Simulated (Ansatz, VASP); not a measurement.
**One calculation of In7O, two programs**

```
In O
1.0
     0.00000    5.43925    5.43925
     5.43925    0.00000    5.43925
     5.43925    5.43925    0.00000
In O
7 1
Direct
  0.78054 0.21946 0.21946
  0.21946 0.78054 0.78054
  0.21946 0.78054 0.21946
  0.78054 0.21946 0.78054
  0.21946 0.21946 0.78054
  0.78054 0.78054 0.21946
  0.50000 0.50000 0.50000
  0.00000 0.00000 0.00000
```

Alike in both runs: functional PBE; k mesh 3 × 3 × 3; occupations gaussian, width 0.2 eV; no spin polarisation.

Ansatz relaxed the structure, and its values are those at the end. VASP's run is a single point on that final structure, the one shown.

|  | VASP | Ansatz |
| --- | --- | --- |
| version | VASP 6.6.1 | Ansatz 0.2.0 |
| potentials or method | VASP PAW PBE potentials, release 64 (In_d, O), cutoff 600 eV | scalar-relativistic, plane waves, PAW |
| valence electrons in the cell | 97 | 97 |

Ansatz gave:

```
gap on the k mesh at the Fermi level (eV) : none
pressure (GPa)                            : 0.0
rms of the force components (eV/Å)        : 0.003
```

**Question.** What did VASP give for the same quantities?

**Answer.** gap on the k mesh at the Fermi level (eV): none; pressure (GPa): 0.0; rms of the force components (eV/Å): 0.001.

A gap of «none» marks a metal or a gap that the smearing closes.
